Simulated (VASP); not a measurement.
# BN in VASP: single point with PBE+D3(BJ)

Aim: the single point of BN with PBE+D3(BJ).

Program: VASP 6.6.1. These are calculated values, not measurements. Logs are shortened: lines on timing, memory, paths and dates and some standing lists are left out, and cuts for length are marked.

### Step 1. The cell of the first run

The cell holds a slab with vacuum, 4 atoms: a = 2.509 Å, b = 2.509 Å, c = 17.500 Å, α = 90.00°, β = 90.00°, γ = 120.00°.

### Step 2. Single point, PBE+D3(BJ) (layers slid over each other, then relaxed in part)

INCAR

```
SYSTEM = BN
  PREC = Accurate
  ENCUT = 520
  EDIFF = 1E-6
  ISMEAR = 0
  SIGMA = 0.05
  LREAL = .FALSE.
  LASPH = .TRUE.
  NELM = 80
  ALGO = Normal
  ISIF = 2
  LWAVE = .FALSE.
  LCHARG = .TRUE.
  LDIPOL = .TRUE.
  IDIPOL = 3
  DIPOL = 0.5 0.5 0.357
  GGA = PE
  IVDW = 12
  LELF = .TRUE.
  LVHAR = .TRUE.
  LVACPOTAV = .TRUE.
  NBANDS = 16
```

KPOINTS

```
regular mesh
0
G
  12 12 1
  0 0 0
```

POSCAR

```
BN
1.0
    2.5087623753      0.0000000000      0.0000000000
   -1.2543811876      2.1726519491      0.0000000000
    0.0000000000      0.0000000000     17.5000000000
B N
2 2
Direct
    0.0000000000      0.0000000000      0.2571428571
    0.1666666667      0.3333333333      0.4563387182
    0.6666666667      0.3333333333      0.2570913472
    0.8333333333      0.6666666667      0.4563792940
```

Potentials or basis: VASP PAW PBE potentials, release 64 (B, N).

Command:

```console
cat potpaw_PBE.64/B/POTCAR potpaw_PBE.64/N/POTCAR > POTCAR
mpirun -np 1 vasp_std > vasp.out
```

OUTCAR:

```text
SYSTEM = BN
   PREC = Accurate
   ENCUT = 520
   EDIFF = 1E-6
   ISMEAR = 0
   LREAL = .FALSE.
   LASPH = .TRUE.
   NELM = 80
   ISIF = 2
   GGA = PE
   IVDW = 12
 IVDW          = 12

 ion  position               nearest neighbor table
   1  0.000  0.000  0.257-   3 1.45   3 1.45   3 1.45
   2  0.167  0.333  0.456-   4 1.45   4 1.45   4 1.45
   3  0.667  0.333  0.257-   1 1.45   1 1.45   1 1.45
   4  0.833  0.667  0.456-   2 1.45   2 1.45   2 1.45

  LATTYP: Found a hexagonal cell.
 ALAT       =     2.5087623753
 C/A-ratio  =     6.9755510415

  Lattice vectors:

 A1 = (   2.5087623753,   0.0000000000,   0.0000000000)
 A2 = (  -1.2543811876,   2.1726519491,   0.0000000000)
 A3 = (   0.0000000000,   0.0000000000,  17.5000000000)

Analysis of symmetry for initial positions (statically):
=====================================================================
 Subroutine PRICEL returns:
 Original cell was already a primitive cell.

 Routine SETGRP: Setting up the symmetry group for a
 hexagonal supercell.

 Subroutine GETGRP returns: Found  2 space group operations
 (whereof  2 operations were pure point group operations)
 out of a pool of 24 trial point group operations.

The static configuration has the point symmetry C_1h.

Analysis of symmetry for dynamics (positions and initial velocities):
=====================================================================
 Subroutine PRICEL returns:
 Original cell was already a primitive cell.

 Routine SETGRP: Setting up the symmetry group for a
 hexagonal supercell.

 Subroutine GETGRP returns: Found  2 space group operations
 (whereof  2 operations were pure point group operations)
 out of a pool of 24 trial point group operations.

The dynamic configuration has the point symmetry C_1h.

 Subroutine INISYM returns: Found  2 space group operations
 (whereof  2 operations are pure point group operations),
 and found     1 'primitive' translations

----------------------------------------------------------------------------------------

                                     Primitive cell

  volume of cell :      95.3867

  direct lattice vectors                    reciprocal lattice vectors
     2.508762375  0.000000000  0.000000000     0.398602917  0.230133501  0.000000000
    -1.254381188  2.172651949  0.000000000     0.000000000  0.460267002  0.000000000
     0.000000000  0.000000000 17.500000000     0.000000000  0.000000000  0.057142857

  length of vectors
     2.508762375  2.508762375 17.500000000     0.460267002  0.460267002  0.057142857

  position of ions in fractional coordinates (direct lattice)
     0.000000000  0.000000000  0.257142857
     0.166666667  0.333333333  0.456338718
     0.666666667  0.333333333  0.257091347
     0.833333333  0.666666667  0.456379294

  ion indices of the primitive-cell ions
   primitive index   ion index
                 1           1
                 2           2
                 3           3
                 4           4

----------------------------------------------------------------------------------------

 KPOINTS: regular mesh

Automatic generation of k-mesh.
 Grid dimensions read from file:
 generate k-points for:   12   12    1

 Generating k-lattice:

  Cartesian coordinates                     Fractional coordinates (reciprocal lattice)
     0.033216910  0.019177792  0.000000000     0.083333333 -0.000000000  0.000000000
     0.000000000  0.038355584  0.000000000     0.000000000  0.083333333  0.000000000
     0.000000000  0.000000000  0.057142857     0.000000000  0.000000000  1.000000000

  Length of vectors
     0.038355584  0.038355584  0.057142857

  Shift w.r.t. Gamma in fractional coordinates (k-lattice)
     0.000000000  0.000000000  0.000000000

 Subroutine IBZKPT returns following result:
 ===========================================

 Found     43 irreducible k-points:

 Following reciprocal coordinates:
            Coordinates               Weight
  0.000000  0.000000  0.000000      1.000000
  0.083333  0.000000  0.000000      4.000000
  0.000000  0.083333  0.000000      2.000000
  0.166667 -0.000000  0.000000      4.000000
  0.000000  0.166667  0.000000      2.000000
  0.250000 -0.000000  0.000000      4.000000
[... 16 lines left out ...]
 -0.083333  0.416667  0.000000      4.000000
 -0.416667  0.333333  0.000000      4.000000
 [... further k-points ...]
   k-points           NKPTS =     43   k-points in BZ     NKDIM =     43   number of bands    NBANDS=     16
   number of dos      NEDOS =    301   number of ions     NIONS =      4
   total plane-waves  NPLWV =  56000
   dimension x,y,z NGX =    20 NGY =   20 NGZ =  140
   dimension x,y,z NGXF=    40 NGYF=   40 NGZF=  280
   ions per type =               2   2
   NGX,Y,Z   is equivalent  to a cutoff of  13.25, 13.25, 13.30 a.u.
   NGXF,Y,Z  is equivalent  to a cutoff of  26.51, 26.51, 26.60 a.u.
 SYSTEM =  BN
   PREC   = accura    normal or accurate (medium, high low for compatibility)
   ISTART =      0    job   : 0-new  1-cont  2-samecut
   ICHARG =      2    charge: 1-file 2-atom 10-const
   ISPIN  =      1    spin polarized calculation?
   LNONCOLLINEAR =      F non collinear calculations
   LSORBIT =      F    spin-orbit coupling
   LASPH  =      T    aspherical Exc in radial PAW
   ENCUT  =  520.0 eV  38.22 Ry    6.18 a.u.   4.66  4.66 32.54*2*pi/ulx,y,z
   NELM   =     80;   NELMIN=  2; NELMDL= -5     # of ELM steps
   EDIFF  = 0.1E-05   stopping-criterion for ELM
   LREAL  =      F    real-space projection
   EDIFFG = 0.1E-04   stopping-criterion for IOM
   NSW    =      0    number of steps for IOM
   IBRION =     -1    ionic relax: 0-MD 1-quasi-New 2-CG
   NFREE  =      0    steps in history (QN), initial steepest desc. (CG)
   ISIF   =      2    stress and relaxation
   ISYM   =      2    0-nonsym 1-usesym 2-fastsym
   POTIM  = 0.5000    time-step for ionic-motion
   TEBEG  =    0.0;   TEEND  =   0.0 temperature during run
   PSTRESS=    0.0 pullay stress
   NELECT =      16.0000    total number of electrons
   NUPDOWN=      -1.0000    fix difference up-down
   EMIN   =  10.00;   EMAX   =-10.00  energy-range for DOS
   EFERMI =   0.00;   METHOD = LEGACY
   ISMEAR =     0;   SIGMA  =   0.05  broadening in eV -4-tet -1-fermi 0-gaus
   EFERMI_NEDOS =   21; number of points for ismear=-14 and -15
   IALGO  =     38    algorithm
   IMIX   =      4    mixing-type and parameters
     AMIX     =   0.40;   BMIX     =  1.00
     AMIX_MAG =   1.60;   BMIX_MAG =  1.00
  volume/ion in A,a.u.               =      23.85       160.93
  Fermi-wavevector in a.u.,A,eV,Ry     =   0.902857  1.706152 11.090797  0.815151
  Thomas-Fermi vector in A             =   2.026112
   LORBIT       =      0    0 simple, 1 ext, 2 COOP (PROOUT), +10 PAW based schemes
   GGA     = PE    functional components
   LHFCALC =     F    Hartree Fock is set to
   AEXX    =    0.0000 exact exchange contribution
   IVDW    =    12    specifies the selected vdW correction
   LEPSILON=     F    determine dielectric tensor
   LRPA    =     F    only Hartree local field effects (RPA)
 non-spin polarized calculation
 Gauss-broadening in eV      SIGMA  =   0.05
  energy-cutoff  :      520.00
  volume of cell :       95.39
 maximum number of plane-waves:      2588
   NGX =  9   NGY =  9   NGZ = 65

 dipolmoment           0.000000      0.000000      0.000276 electrons x Angstroem

 number of electron      16.0000000 magnetization

 dipolmoment           0.000000      0.000000     -0.000777 electrons x Angstroem

 Free energy of the ion-electron system (eV)
  ---------------------------------------------------
  ext. energy  EPLUGINS =         0.00000000
  ---------------------------------------------------
  free energy    TOTEN  =       -35.18170573 eV

  energy without entropy =      -35.18170573  energy(sigma->0) =      -35.18170573

 E-fermi :  -2.3661     XC(G=0):  -4.3325

 val. band max:       -2.6345421262   @ k =   0.3333   0.3333   0.0000
 cond. band min:       1.6044303041   @ k =   0.5000  -0.0000   0.0000
 fundamental gap:      4.2389724303
 Fermi energy:        -2.3660859328

 k-point     1 :       0.0000    0.0000    0.0000
  band No.  band energies     occupation
      1     -20.4453      2.00000
      2     -20.3419      2.00000
      3      -8.3851      2.00000
      4      -7.5595      2.00000
      5      -4.1134      2.00000
      6      -4.1131      2.00000
[... 8 lines left out ...]
     15       8.4831      0.00000
     16       8.7739      0.00000

 k-point     2 :       0.0833    0.0000    0.0000
  band No.  band energies     occupation
      1     -20.3114      2.00000
      2     -20.2096      2.00000
      3      -8.2031      2.00000
      4      -7.3854      2.00000
      5      -4.6733      2.00000
      6      -4.6436      2.00000
[... 8 lines left out ...]
     15       8.5045      0.00000
     16       8.6969      0.00000

 k-point     3 :       0.0000    0.0833    0.0000
  band No.  band energies     occupation
      1     -20.3114      2.00000
      2     -20.2096      2.00000
      3      -8.2030      2.00000
      4      -7.3855      2.00000
      5      -4.6719      2.00000
      6      -4.6443      2.00000
[... 8 lines left out ...]
     15       8.5055      0.00000
     16       8.7066      0.00000

 k-point     4 :       0.1667   -0.0000    0.0000
  band No.  band energies     occupation
      1     -19.9171      2.00000
      2     -19.8199      2.00000
      3      -7.6653      2.00000
      4      -6.8740      2.00000
      5      -6.0847      2.00000
      6      -6.0417      2.00000
[... 8 lines left out ...]
     15       8.2746      0.00000
     16       8.5344      0.00000

 k-point     5 :       0.0000    0.1667    0.0000
  band No.  band energies     occupation
      1     -19.9170      2.00000
      2     -19.8201      2.00000
      3      -7.6648      2.00000
      4      -6.8751      2.00000
      5      -6.0791      2.00000
      6      -6.0459      2.00000
[... 8 lines left out ...]
     15       8.2905      0.00000
     16       8.5383      0.00000

 k-point     6 :       0.2500   -0.0000    0.0000
  band No.  band energies     occupation
      1     -19.2896      2.00000
      2     -19.2003      2.00000
      3      -7.8776      2.00000
      4      -7.8226      2.00000
      5      -6.7913      2.00000
      6      -6.0463      2.00000
[... 8 lines left out ...]
     15       7.4698      0.00000
     16       8.2346      0.00000
[... 267 lines left out ...]
 k-point    21 :      -0.3333    0.2500    0.0000
  band No.  band energies     occupation
      1     -18.8188      2.00000
      2     -18.7358      2.00000
      3      -8.8004      2.00000
      4      -8.7424      2.00000
      5      -6.4136      2.00000
      6      -6.3851      2.00000
[... 8 lines left out ...]
     15       7.8831      0.00000
     16       8.7606      0.00000

 k-point    22 :       0.3333    0.0833    0.0000
  band No.  band energies     occupation
      1     -18.0087      2.00000
      2     -17.9396      2.00000
      3     -10.3904      2.00000
      4     -10.3183      2.00000
      5      -6.9634      2.00000
      6      -6.9331      2.00000
[... 8 lines left out ...]
     15       8.6337      0.00000
     16       9.7957      0.00000

 k-point    23 :      -0.0833    0.4167    0.0000
  band No.  band energies     occupation
      1     -18.0070      2.00000
      2     -17.9417      2.00000
      3     -10.3789      2.00000
      4     -10.3288      2.00000
      5      -6.9661      2.00000
      6      -6.9307      2.00000
[... 8 lines left out ...]
     15       8.6406      0.00000
     16       9.8001      0.00000

 k-point    24 :      -0.4167    0.3333    0.0000
  band No.  band energies     occupation
      1     -18.0090      2.00000
      2     -17.9393      2.00000
      3     -10.3903      2.00000
      4     -10.3187      2.00000
      5      -6.9632      2.00000
      6      -6.9331      2.00000
[... 8 lines left out ...]
     15       8.6212      0.00000
     16       9.7838      0.00000

 [... further k-points ...]

------------------------ aborting loop because EDIFF is reached ----------------------------------------

 Edisp (eV)   -0.41061

 E8    (eV) :    -0.1259

  FORCE on cell =-STRESS in cart. coord.  units (eV):
  Direction    XX          YY          ZZ          XY          YZ          ZX
  --------------------------------------------------------------------------------------
  -------------------------------------------------------------------------------------
  Total      -0.10092    -0.07056    -0.03952    -0.00000     0.08054     0.00000
  in kB      -1.69516    -1.18522    -0.66382    -0.00000     1.35277     0.00000
  external pressure =       -1.18 kB  Pullay stress =        0.00 kB

 VOLUME and BASIS-vectors are now :
 -----------------------------------------------------------------------------
  energy-cutoff  :      520.00
  volume of cell :       95.39
      direct lattice vectors                 reciprocal lattice vectors
     2.508762375  0.000000000  0.000000000     0.398602917  0.230133501  0.000000000
    -1.254381188  2.172651949  0.000000000     0.000000000  0.460267002  0.000000000
     0.000000000  0.000000000 17.500000000     0.000000000  0.000000000  0.057142857

 POSITION                                       TOTAL-FORCE (eV/Angst)
 -----------------------------------------------------------------------------------
      0.00000      0.00000      4.50000         0.000000      0.001575     -0.000565
      0.00000      0.72422      7.98593        -0.000000     -0.007138     -0.000057
      1.25438      0.72422      4.49910        -0.000000     -0.024651      0.000113
      1.25438      1.44843      7.98664         0.000000      0.030214      0.000508
 -----------------------------------------------------------------------------------
    total drift:                               -0.000001      0.000001      0.000059

  FREE ENERGIE OF THE ION-ELECTRON SYSTEM (eV)
  ---------------------------------------------------
  free  energy   TOTEN  =       -35.5923141105 eV

  energy  without entropy=      -35.5923141105  energy(sigma->0) =      -35.59231411

 vacuum level on the upper side and lower side of the slab         3.061         3.087
```

It took 3.1 min on 1 thread of Intel Xeon 8259CL, shared host; peak memory 0.25 GiB.

Results:

| Quantity | Value |
| --- | --- |
| Free energy | -35.5923 eV |
| Largest force | 0.030 eV/Å |
| Band gap on the k mesh | 4.24 eV |
| Dispersion energy per atom | -0.103 eV |

Forces in eV/Å, atoms in the order of the input:
```
B    0.000  0.002 -0.001
B    0.000 -0.007  0.000
N    0.000 -0.025  0.000
N    0.000  0.030  0.001
```

Levels at points of the mesh, in eV from the valence-band top:
| k point | band 4 | band 5 | band 6 | band 7 | band 8 | band 9 | band 10 | band 11 | band 12 | band 13 |
| --- | --- | --- | --- | --- | --- | --- | --- | --- | --- | --- |
| (0.00, 0.00, 0.00) | -4.92 | -1.48 | -1.48 | -1.45 | -1.45 | 4.63 | 5.21 | 6.03 | 7.47 | 7.84 |
| (0.50, 0.00, 0.00) | -8.95 | -4.26 | -4.23 | -1.24 | -0.82 | 4.24 | 5.10 | 9.43 | 9.77 | 12.32 |
| (0.00, 0.50, 0.00) | -8.96 | -4.26 | -4.23 | -1.16 | -0.91 | 4.40 | 4.94 | 9.43 | 9.77 | 12.42 |

Caveat: the cell differs from its parent crystal (layers slid over each other, then relaxed in part).
